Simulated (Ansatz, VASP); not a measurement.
**Two plane-wave programs on Zn2GeN**

Contents of INCAR:

```
ALGO     = Normal         # electronic algorithm
EDIFF    = 1E-6           # SCF threshold, eV
EDIFFG   = -0.04          # ionic threshold
ENCUT    = 600            # plane-wave cutoff, eV
GGA      = PE             # functional
IBRION   = 2              # ionic algorithm
ISIF     = 3              # what is computed and relaxed
ISMEAR   = 0              # smearing method
LASPH    = True           # aspherical terms in the spheres
LCHARG   = False          # write CHGCAR
LREAL    = False          # projectors in reciprocal space
LWAVE    = False          # write WAVECAR
NELM     = 80             # most SCF steps
NSW      = 90             # ionic steps
PREC     = Accurate       # precision mode
SIGMA    = 0.1            # smearing width, eV
```

KPOINTS

```
k-points
0
Gamma
  6 6 4
```

File POSCAR:

```
Zn2GeN
1.0
    3.8930753500      0.0000000000      0.0000000000
   -1.9465376700      3.3715021500      0.0000000000
    0.0000000000      0.0000000000      4.3932189300
Zn Ge N
2 1 1
Direct
    0.6666666700      0.3333333300      0.5000000000
    0.3333333300      0.6666666700      0.5000000000
    0.3333333300      0.6666666700      0.0000000000
    0.0000000000      0.0000000000      0.5000000000
```

Input for Ansatz:

```yaml
crystal:
  lattice:
    - [3.89307535, 0.0, 0.0]
    - [-1.94653767, 3.37150215, 0.0]
    - [0.0, 0.0, 4.39321893]
  atoms:
    - { symbol: Zn, position: [0.66666667, 0.33333333, 0.5] }
    - { symbol: Zn, position: [0.33333333, 0.66666667, 0.5] }
    - { symbol: Ge, position: [0.33333333, 0.66666667, 0.0] }
    - { symbol: "N", position: [0.0, 0.0, 0.5] }
basis:
  ecutwfc: 420
kpoints:
  mp_grid: { grid: [6, 6, 4] }
hamiltonian:
  xc: pbe
scf:
  occupations: { method: gaussian, width: 0.1 }
  lower_state_search: "off"
output:
  forces: true
  stress: true
  eigenvalues: true
relax:
  adjacent_minimum: "off"
  f_tol: 0.04
  max_steps: 70
  cell: { stress_tol: 0.4 }
```

Alike in both runs: task relaxation of cell and atoms; functional PBE; k mesh 6 × 6 × 4; occupations gaussian, width 0.1 eV; no spin polarisation.

|  | VASP | Ansatz |
| --- | --- | --- |
| version | VASP 6.6.1 | Ansatz 0.2.0 |
| potentials or method | VASP PAW PBE potentials, release 64 (Zn, Ge_d, N), cutoff 600 eV | scalar-relativistic, plane waves, PAW |
| valence electrons in the cell | 43 | 43 |

Ansatz gave:

```
gap on the k mesh at the Fermi level, each at its own relaxed structure (eV) : none
relaxed volume (Å³/atom)                                                     : 17.71
relaxed cell length with the largest relative difference (Å)                 : 5.017
```

**Question.** Which values does VASP return?

**Answer.** gap on the k mesh at the Fermi level, each at its own relaxed structure (eV): none; relaxed volume (Å³/atom): 17.82; relaxed cell length with the largest relative difference (Å): 5.030.

A gap of «none» marks a metal or a gap that the smearing closes.

Noted on VASP's run: the volume moved by over 15 % at a fixed basis, so the end points are rough.
